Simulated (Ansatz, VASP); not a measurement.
Two plane-wave programs on B5Br3

Contents of INCAR:

```
PREC = Accurate
ENCUT = 520
EDIFF = 1E-6
ISMEAR = 0
SIGMA = 0.1
LREAL = False
LASPH = True
NELM = 100
ALGO = Normal
ISIF = 2
LWAVE = False
LCHARG = False
GGA = PE
NBANDS = 28
```

Contents of KPOINTS:

```
regular mesh
0
Gamma
  4 4 4
```

POSCAR

```
B5Br3
1.0
    5.2830642100      0.0000000000      0.0000000000
    0.0000000000      5.2830642100      0.0000000000
    0.0000000000      0.0000000000      5.2830642100
B Br
5 3
Direct
    0.0000000000      0.5000000000      0.5000000000
    0.5000000000      0.0000000000      0.5000000000
    0.5000000000      0.5000000000      0.0000000000
    0.0000000000      0.0000000000      0.0000000000
    0.5000000000      0.5000000000      0.5000000000
    0.5000000000      0.0000000000      0.0000000000
    0.0000000000      0.5000000000      0.0000000000
    0.0000000000      0.0000000000      0.5000000000
```

Input for Ansatz:

```yaml
crystal:
  lattice:
    - [5.28306421, 0.0, 0.0]
    - [0.0, 5.28306421, 0.0]
    - [0.0, 0.0, 5.28306421]
  atoms:
    - { symbol: B, position: [0.0, 0.5, 0.5] }
    - { symbol: B, position: [0.5, 0.0, 0.5] }
    - { symbol: B, position: [0.5, 0.5, 0.0] }
    - { symbol: B, position: [0.0, 0.0, 0.0] }
    - { symbol: B, position: [0.5, 0.5, 0.5] }
    - { symbol: Br, position: [0.5, 0.0, 0.0] }
    - { symbol: Br, position: [0.0, 0.5, 0.0] }
    - { symbol: Br, position: [0.0, 0.0, 0.5] }
basis:
  ecutwfc: 420
kpoints:
  mp_grid: { grid: [4, 4, 4] }
hamiltonian:
  xc: pbe
scf:
  occupations: { method: gaussian, width: 0.1 }
  lower_state_search: "off"
output:
  forces: true
  stress: true
  eigenvalues: true
```

Alike in both runs: task single point; functional PBE; k mesh 4 × 4 × 4; occupations gaussian, width 0.1 eV; no spin polarisation.

|  | VASP | Ansatz |
| --- | --- | --- |
| version | VASP 6.6.1 | Ansatz 0.2.0 |
| potentials or method | VASP PAW PBE potentials, release 64 (B, Br), cutoff 520 eV | scalar-relativistic, plane waves, PAW |
| valence electrons in the cell | 36 | 36 |

```tsv
	VASP	Ansatz	Ansatz less VASP
gap on the k mesh at the Fermi level (eV)	none	none	-
pressure (GPa)	-8.0	-8.0	+0.01
```

A gap of «none» marks a metal or a gap that the smearing closes.
